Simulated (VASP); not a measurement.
# Al (Fm-3m) in VASP: further runs

Al is run at these levels: BLYP; tasks: single point.

Everything below comes from runs of VASP 6.6.1. Logs are shortened: lines on timing, memory, paths and dates and some standing lists are left out, and cuts for length are marked.

## 1. The cell of the first run

The structure is cubic, space group Fm-3m (No. 225). The conventional cell has a = 4.111 Å, b = 4.111 Å, c = 4.111 Å, α = 90.00°, β = 90.00°, γ = 90.00°. Al (site symmetry m-3m) has 12 Al at 2.91 Å within 3.8 Å.

## 2. Single point, BLYP

INCAR

```
SYSTEM = Al
AGGAC    = 1.0          
AGGAX    = 1.0          
ALDAC    = 0.0          
ALDAX    = 1.0          
ALGO     = Normal         ! electronic algorithm
EDIFF    = 1E-6           ! SCF threshold, eV
ENCUT    = 520            ! plane-wave cutoff, eV
GGA      = B5             ! functional
ISIF     = 2              ! what is computed and relaxed
ISMEAR   = -1             ! smearing method
LASPH    = .TRUE.         ! aspherical terms in the spheres
LCHARG   = .FALSE.        ! write CHGCAR
LREAL    = .FALSE.        ! projectors in reciprocal space
LWAVE    = .FALSE.        ! write WAVECAR
NBANDS   = 8              ! bands
NELM     = 60             ! most SCF steps
PREC     = Accurate       ! precision mode
SIGMA    = 0.1            ! smearing width, eV
```

KPOINTS

```
k-points
0
G
  22 22 22
  0 0 0
```

POSCAR

```
Al
1.0
    0.0000000000      2.0556305634      2.0556305634
    2.0556305634      0.0000000000      2.0556305634
    2.0556305634      2.0556305634      0.0000000000
Al
1
Direct
    0.0000000000      0.0000000000      0.0000000000
```

Potentials or basis: VASP PAW PBE potentials, release 64 (Al).

On the command line:

```bash
$ cat potpaw_PBE.64/Al/POTCAR > POTCAR
$ mpirun -np 1 vasp_std > vasp.out
```

OUTCAR:

```text
SYSTEM = Al
   EDIFF = 1E-6
   ENCUT = 520
   GGA = B5
   ISIF = 2
   ISMEAR = -1
   LASPH = .TRUE.
   LREAL = .FALSE.
   NELM = 60
   PREC = Accurate

 ion  position               nearest neighbor table
   1  0.000  0.000  0.000-

  LATTYP: Found a face centered cubic cell.
 ALAT       =     4.1112611268

  Lattice vectors:

 A1 = (   0.0000000000,   2.0556305634,   2.0556305634)
 A2 = (   2.0556305634,   0.0000000000,   2.0556305634)
 A3 = (   2.0556305634,   2.0556305634,   0.0000000000)

Analysis of symmetry for initial positions (statically):
=====================================================================
 Subroutine PRICEL returns:
 Original cell was already a primitive cell.

 Routine SETGRP: Setting up the symmetry group for a
 face centered cubic supercell.

 Subroutine GETGRP returns: Found 48 space group operations
 (whereof 48 operations were pure point group operations)
 out of a pool of 48 trial point group operations.

The static configuration has the point symmetry O_h .

Analysis of symmetry for dynamics (positions and initial velocities):
=====================================================================
 Subroutine PRICEL returns:
 Original cell was already a primitive cell.

 Routine SETGRP: Setting up the symmetry group for a
 face centered cubic supercell.

 Subroutine GETGRP returns: Found 48 space group operations
 (whereof 48 operations were pure point group operations)
 out of a pool of 48 trial point group operations.

The dynamic configuration has the point symmetry O_h .

 Subroutine INISYM returns: Found 48 space group operations
 (whereof 48 operations are pure point group operations),
 and found     1 'primitive' translations

----------------------------------------------------------------------------------------

                                     Primitive cell

  volume of cell :      17.3726

  direct lattice vectors                    reciprocal lattice vectors
     0.000000000  2.055630563  2.055630563    -0.243234368  0.243234368  0.243234368
     2.055630563  0.000000000  2.055630563     0.243234368 -0.243234368  0.243234368
     2.055630563  2.055630563  0.000000000     0.243234368  0.243234368 -0.243234368

  length of vectors
     2.907100622  2.907100622  2.907100622     0.421294283  0.421294283  0.421294283

  position of ions in fractional coordinates (direct lattice)
     0.000000000  0.000000000  0.000000000

  ion indices of the primitive-cell ions
[... 70 lines left out ...]
   LSORBIT =      F    spin-orbit coupling
   LASPH  =      T    aspherical Exc in radial PAW
   ENCUT  =  520.0 eV  38.22 Ry    6.18 a.u.   5.41  5.41  5.41*2*pi/ulx,y,z
   NELM   =     60;   NELMIN=  2; NELMDL= -5     # of ELM steps
   EDIFF  = 0.1E-05   stopping-criterion for ELM
   LREAL  =      F    real-space projection
   EDIFFG = 0.1E-04   stopping-criterion for IOM
   NSW    =      0    number of steps for IOM
   IBRION =     -1    ionic relax: 0-MD 1-quasi-New 2-CG
   NFREE  =      0    steps in history (QN), initial steepest desc. (CG)
   ISIF   =      2    stress and relaxation
   ISYM   =      2    0-nonsym 1-usesym 2-fastsym
   POTIM  = 0.5000    time-step for ionic-motion
   TEBEG  =    0.0;   TEEND  =   0.0 temperature during run
   PSTRESS=    0.0 pullay stress
   NELECT =       3.0000    total number of electrons
   NUPDOWN=      -1.0000    fix difference up-down
   EMIN   =  10.00;   EMAX   =-10.00  energy-range for DOS
   EFERMI =   0.00;   METHOD = LEGACY
   ISMEAR =    -1;   SIGMA  =   0.10  broadening in eV -4-tet -1-fermi 0-gaus
   EFERMI_NEDOS =   21; number of points for ismear=-14 and -15
   IALGO  =     38    algorithm
   IMIX   =      4    mixing-type and parameters
     AMIX     =   0.40;   BMIX     =  1.00
     AMIX_MAG =   1.60;   BMIX_MAG =  1.00
  volume/ion in A,a.u.               =      17.37       117.24
  Fermi-wavevector in a.u.,A,eV,Ry     =   0.911647  1.722764 11.307813  0.831101
  Thomas-Fermi vector in A             =   2.035951
   LORBIT       =      0    0 simple, 1 ext, 2 COOP (PROOUT), +10 PAW based schemes
   GGA     = B5    functional components
   LHFCALC =     F    Hartree Fock is set to
   AEXX    =    0.0000 exact exchange contribution
   IVDW    =     0    specifies the selected vdW correction
   LEPSILON=     F    determine dielectric tensor
   LRPA    =     F    only Hartree local field effects (RPA)
 non-spin polarized calculation
  energy-cutoff  :      520.00
  volume of cell :       17.37
 maximum number of plane-waves:       489
 NGX is ok and might be reduce to    24
   NGX = 11   NGY = 11   NGZ = 11

 number of electron       3.0000000 magnetization

 Free energy of the ion-electron system (eV)
  ---------------------------------------------------
  ext. energy  EPLUGINS =         0.00000000
  ---------------------------------------------------
  free energy    TOTEN  =        -2.71213321 eV

  energy without entropy =       -2.69937638  energy(sigma->0) =       -2.70575479

 E-fermi :   7.9239     XC(G=0):  -9.4782

 val. band max:        7.8998912813   @ k =   0.5000   0.2727   0.0455
 cond. band min:       7.9727235986   @ k =   0.3636   0.0455   0.0000
 fundamental gap:      0.0728323173
 Fermi energy:         7.9239404247

 k-point     1 :       0.0000    0.0000    0.0000
  band No.  band energies     occupation
      1      -2.8174      2.00000
      2      20.2440      0.00000
      3      20.2440      0.00000
      4      20.2440      0.00000
      5      21.1784      0.00000
      6      21.1784      0.00000
      7      21.1784      0.00000
      8      24.1796      0.00000
[... 243 lines left out ...]
 k-point    24 :      -0.4545    0.0455    0.0000
  band No.  band energies     occupation
      1       2.9060      2.00000
      2       4.4317      2.00000
      3      17.4095      0.00000
      4      18.2136      0.00000
      5      19.5930      0.00000
      6      19.7308      0.00000
      7      22.6830      0.00000
      8      23.7947      0.00000

 [... further k-points ...]
[... 5 lines left out ...]
  --------------------------------------------------------------------------------------
  -------------------------------------------------------------------------------------
  Total        0.0186226      0.0186226      0.0186226      0.0000000     -0.0000000     -0.0000000
  in kB        1.7174521      1.7174521      1.7174521      0.0000000     -0.0000000     -0.0000000
  external PRESSURE =       1.7174521 kB  Pullay stress =       0.0000000 kB

 VOLUME and BASIS-vectors are now :
 -----------------------------------------------------------------------------
  energy-cutoff  :      520.00
  volume of cell :       17.37
      direct lattice vectors                 reciprocal lattice vectors
     0.000000000  2.055630563  2.055630563    -0.243234368  0.243234368  0.243234368
     2.055630563  0.000000000  2.055630563     0.243234368 -0.243234368  0.243234368
     2.055630563  2.055630563  0.000000000     0.243234368  0.243234368 -0.243234368

 POSITION                                       TOTAL-FORCE (eV/Angst)
 -----------------------------------------------------------------------------------
      0.00000      0.00000      0.00000        -0.000000      0.000000      0.000000
 -----------------------------------------------------------------------------------
    total drift:                               -0.000000     -0.000000     -0.000000

  FREE ENERGIE OF THE ION-ELECTRON SYSTEM (eV)
  ---------------------------------------------------
  free  energy   TOTEN  =        -2.7121332063 eV

  energy  without entropy=       -2.6993763759  energy(sigma->0) =       -2.70575479
```

OSZICAR:

```text
N       E                     dE             d eps       ncg     rms          rms(c)
DAV:   1    -0.140983734853E+01   -0.14098E+01   -0.82295E+02  5264   0.201E+02
DAV:   2    -0.270416855763E+01   -0.12943E+01   -0.12611E+01  7440   0.178E+01
DAV:   3    -0.271178882897E+01   -0.76203E-02   -0.76100E-02  6576   0.151E+00
DAV:   4    -0.271181130028E+01   -0.22471E-04   -0.22470E-04  8336   0.714E-02
DAV:   5    -0.271181134401E+01   -0.43731E-07   -0.43342E-07  6808   0.171E-03    0.786E-01
DAV:   6    -0.271138105215E+01    0.43029E-03   -0.23420E-03  6368   0.249E-01    0.502E-01
DAV:   7    -0.271205767703E+01   -0.67662E-03   -0.77658E-03  5952   0.475E-01    0.649E-02
DAV:   8    -0.271213079987E+01   -0.73123E-04   -0.15841E-04  8472   0.732E-02    0.131E-02
DAV:   9    -0.271213340409E+01   -0.26042E-05   -0.35163E-06  6568   0.105E-02    0.398E-03
DAV:  10    -0.271213320633E+01    0.19776E-06   -0.91085E-08  4776   0.195E-03
   1 F= -.27121332E+01 E0= -.27057548E+01  d E =-.127568E-01
```

It took 15 s on 1 thread of Intel Xeon 6975P-C (Granite Rapids), shared host; peak memory 0.16 GiB.

Results:

| Quantity | Value |
| --- | --- |
| Free energy | -2.7121 eV |
| Pressure | 0.2 GPa |

Levels at points of the mesh, in eV from the Fermi level:
```tsv
k point	band 1	band 2	band 3	band 4	band 5
(0.00, 0.00, 0.00)	-10.74	12.32	12.32	12.32	13.25
(0.50, 0.00, 0.00)	-4.37	-4.28	10.68	10.68	11.29
(0.50, 0.50, 0.00)	-2.77	-1.57	5.31	5.31	5.31
```

Caveat: the PAW data sets were made with another functional, which shifts forces and pressure a little.

## 3. Single point, BLYP (volume scaled by 1.04)

INCAR

```
PREC = Accurate
ENCUT = 520
EDIFF = 1E-6
ISMEAR = -1
SIGMA = 0.1
LREAL = F
LASPH = T
NELM = 80
ALGO = Normal
ISIF = 2
LWAVE = F
LCHARG = F
GGA = B5
ALDAX = 1.0
AGGAX = 1.0
AGGAC = 1.0
ALDAC = 0.0
NBANDS = 8
```

KPOINTS

```
regular mesh
0
Gamma
  22 22 22
```

POSCAR

```
Al
1.0
    0.0000000000      2.0826814361      2.0826814361
    2.0826814361      0.0000000000      2.0826814361
    2.0826814361      2.0826814361      0.0000000000
Al
1
Direct
    0.0000000000      0.0000000000      0.0000000000
```

Potentials or basis: VASP PAW PBE potentials, release 64 (Al).

On the command line:

```bash
$ cat potpaw_PBE.64/Al/POTCAR > POTCAR
$ mpirun -np 1 vasp_std > vasp.out
```

Run time: 15 s. Hardware: 1 thread of Intel Xeon 6975P-C (Granite Rapids), shared host; peak memory 0.16 GiB.

It converged, with:

| Property | Result |
| --- | --- |
| Free energy | -2.7083 eV |
| Pressure | -1.8 GPa |

Levels at points of the mesh, in eV from the Fermi level:
| k point | band 1 | band 2 | band 3 | band 4 | band 5 | band 6 |
| --- | --- | --- | --- | --- | --- | --- |
| (0.00, 0.00, 0.00) | -10.48 | 12.12 | 12.12 | 12.12 | 12.76 | 12.76 |
| (0.50, 0.00, 0.00) | -4.32 | -4.12 | 10.29 | 10.29 | 11.12 | 11.12 |
| (0.50, 0.50, 0.00) | -2.67 | -1.58 | 5.14 | 5.14 | 5.31 | 8.28 |

Caveat: the PAW data sets were made with another functional, which shifts forces and pressure a little.

## 4. Single point, BLYP (volume scaled by 1.08)

INCAR

```
PREC     = Accurate       # precision mode
ENCUT    = 520            # plane-wave cutoff, eV
EDIFF    = 1E-6           # SCF threshold, eV
ISMEAR   = -1             # smearing method
SIGMA    = 0.1            # smearing width, eV
LREAL    = F              # projectors in reciprocal space
LASPH    = T              # aspherical terms in the spheres
NELM     = 100            # most SCF steps
ALGO     = Normal         # electronic algorithm
ISIF     = 2              # what is computed and relaxed
LWAVE    = F              # write WAVECAR
LCHARG   = T              # write CHGCAR
GGA      = B5             # functional
ALDAX    = 1.0          
AGGAX    = 1.0          
AGGAC    = 1.0          
ALDAC    = 0.0          
LELF     = T              # ELF
LVHAR    = T            
NBANDS   = 8              # bands
```

KPOINTS is that of step 3.

POSCAR

```
Al
1.0
    0.0000000000      2.1090472912      2.1090472912
    2.1090472912      0.0000000000      2.1090472912
    2.1090472912      2.1090472912      0.0000000000
Al
1
Direct
    0.0000000000      0.0000000000      0.0000000000
```

On the command line:

```bash
$ cat potpaw_PBE.64/Al/POTCAR > POTCAR
$ mpirun -np 1 vasp_std > vasp.out
```

Wall time 16 s (1 thread of Intel Xeon 6975P-C (Granite Rapids), shared host); peak memory 0.16 GiB.

It converged, with:

```yaml
Free_energy: -2.6968 eV
Pressure: -3.4 GPa
```

Levels at points of the mesh, in eV from the Fermi level:
```tsv
k point	band 1	band 2	band 3	band 4	band 5	band 6
(0.00, 0.00, 0.00)	-10.22	11.93	11.93	11.93	12.30	12.30
(0.50, 0.00, 0.00)	-4.27	-3.96	9.92	9.92	10.97	10.97
(0.50, 0.50, 0.00)	-2.57	-1.60	4.99	4.99	5.31	8.00
```

Caveat: the PAW data sets were made with another functional, which shifts forces and pressure a little.

## 5. Single point, BLYP (volume scaled by 1.12)

INCAR

```
PREC     = Accurate       # precision mode
ENCUT    = 520            # plane-wave cutoff, eV
EDIFF    = 1E-7           # SCF threshold, eV
ISMEAR   = -1             # smearing method
SIGMA    = 0.1            # smearing width, eV
LREAL    = False          # projectors in reciprocal space
LASPH    = True           # aspherical terms in the spheres
NELM     = 60             # most SCF steps
ALGO     = Normal         # electronic algorithm
ISIF     = 2              # what is computed and relaxed
LWAVE    = False          # write WAVECAR
LCHARG   = False          # write CHGCAR
GGA      = B5             # functional
ALDAX    = 1.0          
AGGAX    = 1.0          
AGGAC    = 1.0          
ALDAC    = 0.0          
NBANDS   = 8              # bands
```

KPOINTS is that of step 4.

POSCAR

```
Al
1.0
    0.0000000000      2.1347699152      2.1347699152
    2.1347699152      0.0000000000      2.1347699152
    2.1347699152      2.1347699152      0.0000000000
Al
1
Direct
    0.0000000000      0.0000000000      0.0000000000
```

On the command line:

```bash
$ cat potpaw_PBE.64/Al/POTCAR > POTCAR
$ mpirun -np 1 vasp_std > vasp.out
```

It took 16 s on 1 thread of Intel Xeon 6975P-C (Granite Rapids), shared host; peak memory 0.16 GiB.

Results (log left out):

```yaml
Free_energy: -2.6796 eV
Pressure: -4.5 GPa
```

Levels at points of the mesh, in eV from the Fermi level:
| k point | band 1 | band 2 | band 3 | band 4 |
| --- | --- | --- | --- | --- |
| (0.00, 0.00, 0.00) | -9.99 | 11.75 | 11.75 | 11.75 |
| (0.50, 0.00, 0.00) | -4.22 | -3.82 | 9.59 | 9.59 |
| (0.50, 0.50, 0.00) | -2.47 | -1.62 | 4.84 | 4.84 |

Caveat: the PAW data sets were made with another functional, which shifts forces and pressure a little.

## 6. Overview

| cell | gap on the mesh (eV) | pressure (GPa) |
| --- | --- | --- |
| a = 2.907 Å, angles 60.0°, 1 atom | none | 0.2 |
| a = 2.945 Å, angles 60.0°, 1 atom | none | -1.8 |
| a = 2.983 Å, angles 60.0°, 1 atom | none | -3.4 |
| a = 3.019 Å, angles 60.0°, 1 atom | none | -4.5 |

Alike in all rows: task single point; level BLYP; potentials or basis VASP PAW PBE potentials, release 64 (Al); no spin polarisation; k mesh 22 × 22 × 22; cutoff (eV) 520; smearing fermi-dirac 0.1 eV.

Caveats: the PAW data sets were made with another functional, which shifts forces and pressure a little.

Absolute energies hang on the potentials; compare differences alone.
